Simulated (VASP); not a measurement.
Wanted: the native input for a VASP 6.6.1 run.

| Quantity | Value |
| --- | --- |
| Task | single point |
| Functional | revPBE |
| Dispersion | D3(BJ) |
| Potentials or basis | VASP PAW PBE potentials, release 64 (Hf_pv) |
| Cutoff | 520 eV |
| k mesh | 9 × 9 × 9 |
| Occupations | fermi-dirac, width 0.1 eV |
| Spin | no spin polarisation |
| Dipole correction | no |
| Further INCAR settings | ALGO = Normal; EDIFF = 1e-06; NBANDS = 11 |

The structure of Hf lies in POSCAR:

```
Hf
1.0
    2.8206406557      0.0000000000      0.0000000000
    0.0000000000      2.8206406557      0.0000000000
    0.0000000000      0.0000000000      2.8206406557
Hf
1
Direct
    0.0000000000      0.0000000000      0.0000000000
```

The input as run:

INCAR

```
SYSTEM = Hf
ALGO     = Normal         ! electronic algorithm
EDIFF    = 1E-6           ! SCF threshold, eV
ENCUT    = 520            ! plane-wave cutoff, eV
GGA      = RE             ! functional
ISIF     = 2              ! what is computed and relaxed
ISMEAR   = -1             ! smearing method
IVDW     = 12             ! dispersion correction
LASPH    = .True.         ! aspherical terms in the spheres
LCHARG   = .True.         ! write CHGCAR
LELF     = .True.         ! ELF
LREAL    = .False.        ! projectors in reciprocal space
LVHAR    = .True.       
LWAVE    = .False.        ! write WAVECAR
NBANDS   = 11             ! bands
NELM     = 100            ! most SCF steps
PREC     = Accurate       ! precision mode
SIGMA    = 0.1            ! smearing width, eV
```

KPOINTS

```
k-points
0
Gamma
  9 9 9
  0 0 0
```

Potentials or basis: VASP PAW PBE potentials, release 64 (Hf_pv).

Command:

```sh
$ cat potpaw_PBE.64/Hf_pv/POTCAR > POTCAR
$ mpirun -np 1 vasp_std > vasp.out
```

It gave:

The pressure is 4.6 GPa and the band gap on the k mesh is zero (band 5 reaches 5.27 eV, above the bottom of band 6 at 2.88 eV). The dispersion energy per atom is -0.780 eV.

Caveat: the PAW data sets were made with another functional, which shifts forces and pressure a little; spin-orbit coupling is left out, which moves the levels of the heavy elements; pairwise dispersion overbinds metals, which lowers pressure and volume.

It took 5 s on 1 thread of Intel(R) Xeon(R) Platinum 8488C (Sapphire Rapids) (shared host), peak memory 0.15 GiB.
